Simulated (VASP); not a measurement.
Wanted: the native input for a VASP 6.6.1 run.

```yaml
Task: single point
Functional: PBE
Potentials_or_basis: VASP PAW PBE potentials, release 64 (Al, N)
Cutoff: 520 eV
k_mesh: 8 × 6 × 4
Occupations: gaussian, width 0.05 eV
Spin: no spin polarisation
Dipole_correction: no
Further_INCAR_settings: ALGO = Normal; EDIFF = 1e-07; NBANDS = 26
```

The structure of AlN lies in POSCAR:

```
AlN
1.0
   -1.6567491617      2.8695737234      0.0000000000
    0.0000000000      0.0000000000      4.1874629526
    4.9702474850      2.8695737234      0.0000000000
Al N
4 4
Direct
    0.5037294730      0.7500000000      0.2946640759
    0.0000000000      0.7500000000      0.6666666667
    0.0000000000      0.2500000000      0.3333333333
    0.5000000000      0.2500000000      0.8333333333
    0.5000000000      0.2500000000      0.1666666667
    0.0000000000      0.2500000000      0.6666666667
    0.0000000000      0.7500000000      0.3333333333
    0.5000000000      0.7500000000      0.8333333333
```

This cell differs from its parent crystal: atom 1 (Al) moved by +0.630 Å along [1 0 0] and +0.378 Å along [1 2 0].

One way to write it, as run:

INCAR

```
SYSTEM = AlN
PREC = Accurate
ENCUT = 520
EDIFF = 1E-7
ISMEAR = 0
SIGMA = 0.05
LREAL = .FALSE.
LASPH = .TRUE.
NELM = 80
ALGO = Normal
ISIF = 2
LWAVE = .FALSE.
LCHARG = .TRUE.
GGA = PE
LELF = .TRUE.
LVHAR = .TRUE.
NBANDS = 26
```

KPOINTS

```
regular mesh
0
G
  8 6 4
  0 0 0
```

Potentials or basis: VASP PAW PBE potentials, release 64 (Al, N).

Launch:

```sh
$ cat potpaw_PBE.64/Al/POTCAR potpaw_PBE.64/N/POTCAR > POTCAR
$ mpirun -np 1 vasp_std > vasp.out
```

Results of the run:

```json
{
 "Pressure": "10.6 GPa",
 "Largest force": "5.604 eV/Å",
 "Band gap on the k mesh": "1.96 eV, direct"
}
```

Caveat: the cell differs from its parent crystal (atom 1 (Al) moved by +0.630 Å along [1 0 0] and +0.378 Å along [1 2 0]); forces of over 1 eV/Å act on the atoms, so gaps and moduli don't describe the material at rest.

It took 100 s on 1 thread of Intel(R) Xeon(R) 6975P-C (Granite Rapids) (shared host), peak memory 0.25 GiB.
